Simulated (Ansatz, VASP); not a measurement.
Given: the input of a run of Ansatz 0.2.0 on MnO.

File input.yaml:

```yaml
crystal:
  lattice:
    - [2.9106378538, -1.6819311089, 0.0]
    - [2.9106378538, 1.6819311089, 0.0]
    - [-1.9441147575, 0.0, 2.7529398993]
  atoms:
    - { symbol: Mn, position: [0.500199, 0.500199, 0.500665], spin: 4.0 }
    - { symbol: O, position: [0.7498025, 0.7498025, 0.249336] }
kpoints:
  mp_grid: { grid: [9, 9, 9] }
scf:
  occupations: { method: fermi_dirac, width: 0.05 }
hamiltonian:
  xc: pbe
  pseudopotentials: { kind: all_electron, lapw: { basis_error: 0.0005 } }
magnetization:
  spin_polarized: true
output:
  forces: true
  stress: true
  eigenvalues: true
```

Potentials or basis: all-electron LAPW, scalar-relativistic.

The run is started by

```console
$ ansatz run input.yaml --threads 2 --pin off --max-ram 6144MiB --backend cpu --events-out ev --progress --plain --runs-dir out
```

Q: Set up the same calculation for VASP 6.6.1. Potentials there: VASP PAW PBE potentials, release 64 (Mn_pv, O).

A: As run (the cutoff follows the program's own potentials):

Contents of INCAR:

```
SYSTEM = MnO
  PREC = Accurate
  ENCUT = 520
  EDIFF = 1E-6
  ISMEAR = -1
  SIGMA = 0.05
  LREAL = .FALSE.
  LASPH = .TRUE.
  NELM = 150
  ALGO = Normal
  ISIF = 2
  LWAVE = .FALSE.
  LCHARG = .TRUE.
  ISPIN = 2
  MAGMOM = 4 0
  LORBIT = 11
  LMAXMIX = 4
  GGA = PE
  LELF = .TRUE.
  LVHAR = .TRUE.
  NBANDS = 20
```

File KPOINTS:

```
regular mesh
0
G
  9 9 9
  0 0 0
```

POSCAR

```
MnO
1.0
    2.9106378538     -1.6819311089      0.0000000000
    2.9106378538      1.6819311089      0.0000000000
   -1.9441147575      0.0000000000      2.7529398993
Mn O
1 1
Direct
    0.5001990000      0.5001990000      0.5006650000
    0.7498025000      0.7498025000      0.2493360000
```

Potentials or basis: VASP PAW PBE potentials, release 64 (Mn_pv, O).

Run with:

```console
$ cat potpaw_PBE.64/Mn_pv/POTCAR potpaw_PBE.64/O/POTCAR > POTCAR
$ mpirun -np 1 vasp_std > vasp.out
```

Both were run:

|  | VASP | Ansatz | Ansatz less VASP |
| --- | --- | --- | --- |
| gap on the k mesh at the Fermi level (eV) | none | none | - |
| pressure (GPa) | 3.4 | 3.0 | -0.39 |
| traceless stress, the component that is largest in VASP (GPa) | -0.13 | -0.13 | 0.000 |
| net moment per atom (μB) | 2.49 | 2.49 | +0.001 |
| size of the moment on the site where the two differ most (μB) | 4.41 | 4.29 | -0.119 |

Site moments also hang on the region over which each program counts them. A gap of «none» marks a metal or a gap that the smearing closes. Ansatz ran all-electron here, and VASP with PAW potentials.
